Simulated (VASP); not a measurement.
# NiO (rock salt type) (Fm-3m) in VASP: notebook

The runs below take NiO (rock salt type) through single point, with r2SCAN, PBE.

Program: VASP 6.6.1. These are calculated values, not measurements. Logs are shortened: lines on timing, memory, paths and dates and some standing lists are left out, and cuts for length are marked.

**1. The cell of the first run**

Symmetry: Fm-3m, No. 225, cubic system. Conventional cell: a = 4.173 Å, b = 4.173 Å, c = 4.173 Å, α = 90.00°, β = 90.00°, γ = 90.00°. Within 2.8 Å of Ni (site symmetry m-3m) lie 6 O at 2.09 Å. Within 2.8 Å of O (site symmetry m-3m) lie 6 Ni at 2.09 Å.

**2. Single point, r2SCAN**

The input, POSCAR:

```
NiO
1.0
    0.0000000000      2.0867400282      2.0867400282
    2.0867400282      0.0000000000      2.0867400282
    2.0867400282      2.0867400282      0.0000000000
Ni O
1 1
Direct
    0.0000000000      0.0000000000      0.0000000000
    0.5000000000      0.5000000000      0.5000000000
```

The input, INCAR.step1:

```
PREC = Accurate ; ENCUT = 520
ISMEAR = -1 ; SIGMA = 0.1
LREAL = False ; LASPH = True
NELM = 80 ; NBANDS = 15
GGA = PE ; ALGO = Normal
EDIFF = 1E-4 ; LWAVE = True
LCHARG = False
```

The input, INCAR.step2:

```
PREC = Accurate ; ENCUT = 520
EDIFF = 1E-6 ; ISMEAR = -1
SIGMA = 0.1 ; LREAL = False
LASPH = True ; NELM = 80
ALGO = Normal ; ISIF = 2
LWAVE = False ; LCHARG = True
METAGGA = R2SCAN ; LMIXTAU = True
LELF = True ; LVHAR = True
NBANDS = 15 ; ISTART = 1
```

The input, KPOINTS:

```
regular mesh
0
Gamma
  14 14 14
```

Potentials or basis: VASP PAW PBE potentials, release 64 (Ni, O).

Command:

```sh
cat potpaw_PBE.64/Ni/POTCAR potpaw_PBE.64/O/POTCAR > POTCAR
cp INCAR.step1 INCAR
mpirun -np 1 vasp_std > vasp.out
cp INCAR.step2 INCAR
mpirun -np 1 vasp_std > vasp.out
```

OUTCAR:

```text
PREC = Accurate
   ENCUT = 520
   EDIFF = 1E-6
   ISMEAR = -1
   LREAL = False
   LASPH = True
   NELM = 80
   ISIF = 2
   METAGGA = R2SCAN
   ISTART = 1

 ion  position               nearest neighbor table
   1  0.000  0.000  0.000-   2 2.09   2 2.09   2 2.09   2 2.09   2 2.09   2 2.09
   2  0.500  0.500  0.500-   1 2.09   1 2.09   1 2.09   1 2.09   1 2.09   1 2.09

  LATTYP: Found a face centered cubic cell.
 ALAT       =     4.1734800564

  Lattice vectors:

 A1 = (   0.0000000000,   2.0867400282,   2.0867400282)
 A2 = (   2.0867400282,   0.0000000000,   2.0867400282)
 A3 = (   2.0867400282,   2.0867400282,   0.0000000000)

Analysis of symmetry for initial positions (statically):
=====================================================================
 Subroutine PRICEL returns:
 Original cell was already a primitive cell.

 Routine SETGRP: Setting up the symmetry group for a
 face centered cubic supercell.

 Subroutine GETGRP returns: Found 48 space group operations
 (whereof 48 operations were pure point group operations)
 out of a pool of 48 trial point group operations.

The static configuration has the point symmetry O_h .

Analysis of symmetry for dynamics (positions and initial velocities):
=====================================================================
 Subroutine PRICEL returns:
 Original cell was already a primitive cell.

 Routine SETGRP: Setting up the symmetry group for a
 face centered cubic supercell.

 Subroutine GETGRP returns: Found 48 space group operations
 (whereof 48 operations were pure point group operations)
 out of a pool of 48 trial point group operations.

The dynamic configuration has the point symmetry O_h .

 Subroutine INISYM returns: Found 48 space group operations
 (whereof 48 operations are pure point group operations),
 and found     1 'primitive' translations

----------------------------------------------------------------------------------------

                                     Primitive cell

  volume of cell :      18.1734

  direct lattice vectors                    reciprocal lattice vectors
     0.000000000  2.086740028  2.086740028    -0.239608189  0.239608189  0.239608189
     2.086740028  0.000000000  2.086740028     0.239608189 -0.239608189  0.239608189
     2.086740028  2.086740028  0.000000000     0.239608189  0.239608189 -0.239608189

  length of vectors
     2.951096049  2.951096049  2.951096049     0.415013558  0.415013558  0.415013558

  position of ions in fractional coordinates (direct lattice)
     0.000000000  0.000000000  0.000000000
     0.500000000  0.500000000  0.500000000

  ion indices of the primitive-cell ions
   primitive index   ion index
                 1           1
                 2           2

----------------------------------------------------------------------------------------

 KPOINTS: regular mesh

Automatic generation of k-mesh.
 Grid dimensions read from file:
 generate k-points for:   14   14   14

 Generating k-lattice:

  Cartesian coordinates                     Fractional coordinates (reciprocal lattice)
    -0.017114871  0.017114871  0.017114871     0.071428571  0.000000000  0.000000000
     0.017114871 -0.017114871  0.017114871     0.000000000  0.071428571  0.000000000
     0.017114871  0.017114871 -0.017114871     0.000000000  0.000000000  0.071428571

  Length of vectors
     0.029643826  0.029643826  0.029643826

  Shift w.r.t. Gamma in fractional coordinates (k-lattice)
     0.000000000  0.000000000  0.000000000

 Subroutine IBZKPT returns following result:
 ===========================================

 Found    104 irreducible k-points:

 Following reciprocal coordinates:
            Coordinates               Weight
  0.000000  0.000000  0.000000      1.000000
  0.071429  0.000000  0.000000      8.000000
  0.142857  0.000000  0.000000      8.000000
  0.214286  0.000000  0.000000      8.000000
  0.285714  0.000000  0.000000      8.000000
  0.357143  0.000000  0.000000      8.000000
[... 16 lines left out ...]
  0.214286  0.142857  0.000000     24.000000
  0.285714  0.142857  0.000000     24.000000
 [... further k-points ...]
   k-points           NKPTS =    104   k-points in BZ     NKDIM =    104   number of bands    NBANDS=     15
   number of dos      NEDOS =    301   number of ions     NIONS =      2
   total plane-waves  NPLWV =  13824
   dimension x,y,z NGX =    24 NGY =   24 NGZ =   24
   dimension x,y,z NGXF=    48 NGYF=   48 NGZF=   48
   ions per type =               1   1
   NGX,Y,Z   is equivalent  to a cutoff of  13.52, 13.52, 13.52 a.u.
   NGXF,Y,Z  is equivalent  to a cutoff of  27.04, 27.04, 27.04 a.u.
 SYSTEM =  unknown system
   PREC   = accura    normal or accurate (medium, high low for compatibility)
   ISTART =      1    job   : 0-new  1-cont  2-samecut
   ICHARG =      0    charge: 1-file 2-atom 10-const
   ISPIN  =      1    spin polarized calculation?
   LNONCOLLINEAR =      F non collinear calculations
   LSORBIT =      F    spin-orbit coupling
   LASPH  =      T    aspherical Exc in radial PAW
   ENCUT  =  520.0 eV  38.22 Ry    6.18 a.u.   5.49  5.49  5.49*2*pi/ulx,y,z
   NELM   =     80;   NELMIN=  2; NELMDL=  0     # of ELM steps
   EDIFF  = 0.1E-05   stopping-criterion for ELM
   LREAL  =      F    real-space projection
   EDIFFG = 0.1E-04   stopping-criterion for IOM
   NSW    =      0    number of steps for IOM
   IBRION =     -1    ionic relax: 0-MD 1-quasi-New 2-CG
   NFREE  =      0    steps in history (QN), initial steepest desc. (CG)
   ISIF   =      2    stress and relaxation
   ISYM   =      2    0-nonsym 1-usesym 2-fastsym
   POTIM  = 0.5000    time-step for ionic-motion
   TEBEG  =    0.0;   TEEND  =   0.0 temperature during run
   PSTRESS=    0.0 pullay stress
   NELECT =      16.0000    total number of electrons
   NUPDOWN=      -1.0000    fix difference up-down
   EMIN   =  10.00;   EMAX   =-10.00  energy-range for DOS
   EFERMI =   0.00;   METHOD = LEGACY
   ISMEAR =    -1;   SIGMA  =   0.10  broadening in eV -4-tet -1-fermi 0-gaus
   EFERMI_NEDOS =   21; number of points for ismear=-14 and -15
   IALGO  =     38    algorithm
   IMIX   =      4    mixing-type and parameters
     AMIX     =   0.40;   BMIX     =  1.00
     AMIX_MAG =   1.60;   BMIX_MAG =  1.00
  volume/ion in A,a.u.               =       9.09        61.32
  Fermi-wavevector in a.u.,A,eV,Ry     =   1.569049  2.965072 33.496380  2.461914
  Thomas-Fermi vector in A             =   2.670989
   LORBIT       =      0    0 simple, 1 ext, 2 COOP (PROOUT), +10 PAW based schemes
   METAGGA = R2SCAN    functional components
   LHFCALC =     F    Hartree Fock is set to
   AEXX    =    0.0000 exact exchange contribution
   IVDW    =     0    specifies the selected vdW correction
   LEPSILON=     F    determine dielectric tensor
   LRPA    =     F    only Hartree local field effects (RPA)
 non-spin polarized calculation
  energy-cutoff  :      520.00
  volume of cell :       18.17
 maximum number of plane-waves:       531
 NGX is ok and might be reduce to    24
   NGX = 11   NGY = 11   NGZ = 11

 number of electron      16.0000002 magnetization

 Free energy of the ion-electron system (eV)
  ---------------------------------------------------
  ext. energy  EPLUGINS =         0.00000000
  ---------------------------------------------------
  free energy    TOTEN  =       -19.27815457 eV

  energy without entropy =      -19.21861976  energy(sigma->0) =      -19.24838716

 E-fermi :   7.8424     XC(G=0): -13.4274

 val. band max:        7.8290400795   @ k =  -0.4286   0.3571   0.0714
 cond. band min:       7.8507732189   @ k =   0.2857   0.2143   0.0714
 fundamental gap:      0.0217331394
 Fermi energy:         7.8423766018

 k-point     1 :       0.0000    0.0000    0.0000
  band No.  band energies     occupation
      1     -13.8601      2.00000
      2       4.4262      2.00000
      3       4.4262      2.00000
      4       4.4262      2.00000
      5       5.5891      2.00000
      6       5.5891      2.00000
      7       5.5892      2.00000
      8       6.3133      2.00000
      9       6.3135      2.00000
     10       9.8737      0.00000
     11      26.4090      0.00000
     12      27.5054      0.00000
     13      27.5054      0.00000
     14      27.5054      0.00000
     15      31.4413      0.00000

 k-point     2 :       0.0714    0.0000    0.0000
  band No.  band energies     occupation
      1     -13.8041      2.00000
      2       3.9587      2.00000
      3       4.1715      2.00000
      4       4.1716      2.00000
      5       5.6532      2.00000
      6       5.6533      2.00000
      7       5.7310      2.00000
      8       6.5635      1.99999
      9       6.5636      1.99999
     10      10.2314      0.00000
     11      25.0517      0.00000
     12      27.3586      0.00000
     13      27.3586      0.00000
     14      28.3516      0.00000
     15      30.8742      0.00000

 k-point     3 :       0.1429    0.0000    0.0000
  band No.  band energies     occupation
      1     -13.6436      2.00000
      2       2.9922      2.00000
      3       3.6691      2.00000
      4       3.6692      2.00000
      5       5.7765      2.00000
      6       5.7766      2.00000
      7       5.9296      2.00000
      8       7.1125      1.99865
      9       7.1126      1.99865
     10      11.0923      0.00000
     11      23.2108      0.00000
     12      26.7318      0.00000
     13      26.7319      0.00000
     14      28.8857      0.00000
     15      30.3956      0.00000
[... 343 lines left out ...]
 k-point    23 :       0.2143    0.1429    0.0000
  band No.  band energies     occupation
      1     -13.4099      2.00000
      2       1.8853      2.00000
      3       3.4744      2.00000
      4       3.5640      2.00000
      5       5.4279      2.00000
      6       6.2272      2.00000
      7       6.3433      2.00000
      8       6.7302      1.99997
      9       7.5654      1.88199
     10      12.4659      0.00000
     11      22.5225      0.00000
     12      24.3047      0.00000
     13      25.5994      0.00000
     14      26.5023      0.00000
     15      32.7950      0.00000

 k-point    24 :       0.2857    0.1429    0.0000
  band No.  band energies     occupation
      1     -13.1764      2.00000
      2       1.2346      2.00000
      3       2.9200      2.00000
      4       3.1660      2.00000
      5       5.5684      2.00000
      6       6.2933      2.00000
      7       6.4614      2.00000
      8       7.2368      1.99532
      9       8.0155      0.30079
     10      13.3650      0.00000
     11      21.0727      0.00000
     12      23.0697      0.00000
     13      24.9843      0.00000
     14      27.3478      0.00000
     15      33.0660      0.00000

 [... further k-points ...]
[... 5 lines left out ...]
  --------------------------------------------------------------------------------------
  -------------------------------------------------------------------------------------
  Total       -1.0311658     -1.0311658     -1.0311658      0.0000000      0.0000000     -0.0000000
  in kB      -90.9084061    -90.9084061    -90.9084061      0.0000000      0.0000000     -0.0000000
  external PRESSURE =     -90.9084061 kB  Pullay stress =       0.0000000 kB

 VOLUME and BASIS-vectors are now :
 -----------------------------------------------------------------------------
  energy-cutoff  :      520.00
  volume of cell :       18.17
      direct lattice vectors                 reciprocal lattice vectors
     0.000000000  2.086740028  2.086740028    -0.239608189  0.239608189  0.239608189
     2.086740028  0.000000000  2.086740028     0.239608189 -0.239608189  0.239608189
     2.086740028  2.086740028  0.000000000     0.239608189  0.239608189 -0.239608189

 POSITION                                       TOTAL-FORCE (eV/Angst)
 -----------------------------------------------------------------------------------
      0.00000      0.00000      0.00000         0.000000      0.000000      0.000000
      2.08674      2.08674      2.08674         0.000000      0.000000      0.000000
 -----------------------------------------------------------------------------------
    total drift:                                0.000000     -0.000000     -0.000000

  FREE ENERGIE OF THE ION-ELECTRON SYSTEM (eV)
  ---------------------------------------------------
  free  energy   TOTEN  =       -19.2781545717 eV

  energy  without entropy=      -19.2186197572  energy(sigma->0) =      -19.24838716
```

Wall time 37 s (1 thread of Intel Xeon 6975P-C (Granite Rapids), shared host); peak memory 0.16 GiB.

What came out:

```
Free energy            : -19.2782 eV
Pressure               : -9.1 GPa
Band gap on the k mesh : zero (band 8 reaches 9.15 eV, above the bottom of band 9 at 6.31 eV)
```

Levels at points of the mesh, in eV from the Fermi level:
| k point | band 4 | band 5 | band 6 | band 7 | band 8 | band 9 | band 10 | band 11 | band 12 | band 13 |
| --- | --- | --- | --- | --- | --- | --- | --- | --- | --- | --- |
| (0.00, 0.00, 0.00) | -3.42 | -2.25 | -2.25 | -2.25 | -1.53 | -1.53 | 2.03 | 18.57 | 19.66 | 19.66 |
| (0.50, 0.00, 0.00) | -5.74 | -1.43 | -1.43 | -1.05 | 1.30 | 1.30 | 6.15 | 10.77 | 14.87 | 14.87 |
| (0.50, 0.50, 0.00) | -4.71 | -3.16 | -1.21 | -1.21 | -1.14 | -0.61 | 6.93 | 11.31 | 12.85 | 17.68 |

Caveat: the PAW data sets were made with another functional, which shifts forces and pressure a little; the run has no spin polarisation, though such a crystal can be magnetic; semilocal functionals often make such compounds metallic where correlation or magnetic order opens a gap, which also shifts bond lengths. With open d or f shells a metallic result of r2SCAN can be an artefact of self-interaction; +U or a hybrid may open a gap.

**3. Single point, r2SCAN**

This run uses another cell than the first one, of 9.36 Å³/atom, 1.030 times its volume.

The input, POSCAR:

```
NiO
1.0
    0.0000000000      2.1071995684      2.1071995684
    2.1071995684      0.0000000000      2.1071995684
    2.1071995684      2.1071995684      0.0000000000
Ni O
1 1
Direct
    0.0000000000      0.0000000000      0.0000000000
    0.5000000000      0.5000000000      0.5000000000
```

The input, INCAR.step1:

```
SYSTEM = NiO
PREC = Accurate
ENCUT = 520
ISMEAR = -1
SIGMA = 0.1
LREAL = .False.
LASPH = .True.
NELM = 80
NBANDS = 15
GGA = PE
ALGO = Normal
EDIFF = 1E-4
LWAVE = .True.
LCHARG = .False.
```

The input, INCAR.step2:

```
SYSTEM = NiO
PREC = Accurate
ENCUT = 520
EDIFF = 1E-6
ISMEAR = -1
SIGMA = 0.1
LREAL = .False.
LASPH = .True.
NELM = 80
ALGO = Normal
ISIF = 2
LWAVE = .False.
LCHARG = .False.
METAGGA = R2SCAN
LMIXTAU = .True.
NBANDS = 15
ISTART = 1
```

The input, KPOINTS:

```
Automatic mesh
0
Gamma
  14 14 14
  0 0 0
```

Potentials or basis: VASP PAW PBE potentials, release 64 (Ni, O).

Command:

```sh
cat potpaw_PBE.64/Ni/POTCAR potpaw_PBE.64/O/POTCAR > POTCAR
cp INCAR.step1 INCAR
mpirun -np 1 vasp_std > vasp.out
cp INCAR.step2 INCAR
mpirun -np 1 vasp_std > vasp.out
```

Run time: 36 s. Hardware: 1 thread of Intel Xeon 6975P-C (Granite Rapids), shared host; peak memory 0.16 GiB.

Results (log left out):

```yaml
Free_energy: -19.2390 eV
Pressure: -14.3 GPa
Band_gap_on_the_k_mesh: zero (band 8 reaches 8.66 eV, above the bottom of band 9 at 5.95 eV)
```

Levels at points of the mesh, in eV from the Fermi level:
```csv
k point,band 6,band 7,band 8,band 9,band 10,band 11
"(0.00, 0.00, 0.00)",-2.16,-2.16,-1.45,-1.45,1.89,18.47
"(0.50, 0.00, 0.00)",-1.38,-1.02,1.26,1.26,6.11,10.50
"(0.50, 0.50, 0.00)",-1.17,-1.17,-1.08,-0.61,6.76,11.13
```

Caveat: the PAW data sets were made with another functional, which shifts forces and pressure a little; the run has no spin polarisation, though such a crystal can be magnetic; semilocal functionals often make such compounds metallic where correlation or magnetic order opens a gap, which also shifts bond lengths. With open d or f shells a metallic result of r2SCAN can be an artefact of self-interaction; +U or a hybrid may open a gap.

**4. Single point, PBE**

This run uses another cell than the first one, of 8.46 Å³/atom, 0.931 times its volume.

The input, INCAR:

```
SYSTEM = NiO
PREC = Accurate
ENCUT = 520
EDIFF = 1E-7
ISMEAR = -1
SIGMA = 0.06122561905347299
LREAL = .FALSE.
LASPH = .TRUE.
NELM = 80
ALGO = Normal
ISIF = 2
LWAVE = .FALSE.
LCHARG = .TRUE.
GGA = PE
LELF = .TRUE.
LVHAR = .TRUE.
NBANDS = 15
```

The input, KPOINTS:

```
regular mesh
0
G
  45 45 45
  0 0 0
```

The input, POSCAR:

```
NiO
1.0
    0.0000000000      2.0373728139      2.0373728139
    2.0373728139      0.0000000000      2.0373728139
    2.0373728139      2.0373728139      0.0000000000
Ni O
1 1
Direct
    0.0000000000      0.0000000000      0.0000000000
    0.5000000000      0.5000000000      0.5000000000
```

Command:

```sh
cat potpaw_PBE.64/Ni/POTCAR potpaw_PBE.64/O/POTCAR > POTCAR
mpirun -np 1 vasp_std > vasp.out
```

It took 3.3 min on 1 thread of Intel Xeon 6975P-C (Granite Rapids), shared host; peak memory 0.66 GiB.

The run converged. Its results:

* Free energy: -11.3405 eV
* Pressure: 15.0 GPa
* Band gap on the k mesh: zero (band 8 reaches 10.44 eV, above the bottom of band 9 at 7.29 eV)

Levels at points of the mesh, in eV from the Fermi level:
```
           k point  band 4  band 5  band 6  band 7  band 8  band 9  band 10  band 11  band 12  band 13
(0.00, 0.00, 0.00)   -3.45   -2.13   -2.13   -2.13   -1.75   -1.75     2.02    18.03    19.63    19.63
```

Caveat: the run has no spin polarisation, though such a crystal can be magnetic; semilocal functionals often make such compounds metallic where correlation or magnetic order opens a gap, which also shifts bond lengths.

**5. Overview**

| level | cell | k mesh | smearing | gap on the mesh (eV) | pressure (GPa) |
| --- | --- | --- | --- | --- | --- |
| r2SCAN | a = 2.951 Å, angles 60.0°, 2 atoms | 14 × 14 × 14 | fermi-dirac 0.1 eV | none | -9.1 |
| r2SCAN | a = 2.980 Å, angles 60.0°, 2 atoms | 14 × 14 × 14 | fermi-dirac 0.1 eV | none | -14.3 |
| PBE | a = 2.881 Å, angles 60.0°, 2 atoms | 45 × 45 × 45 | fermi-dirac 0.0612256 eV | none | 15.0 |

Alike in all rows: task single point; potentials or basis VASP PAW PBE potentials, release 64 (Ni, O); no spin polarisation; cutoff (eV) 520.

Caveats: the run has no spin polarisation, though such a crystal can be magnetic; semilocal functionals often make such compounds metallic where correlation or magnetic order opens a gap, which also shifts bond lengths; the PAW data sets were made with another functional, which shifts forces and pressure a little (some runs).

Absolute energies hang on the potentials; compare differences alone.
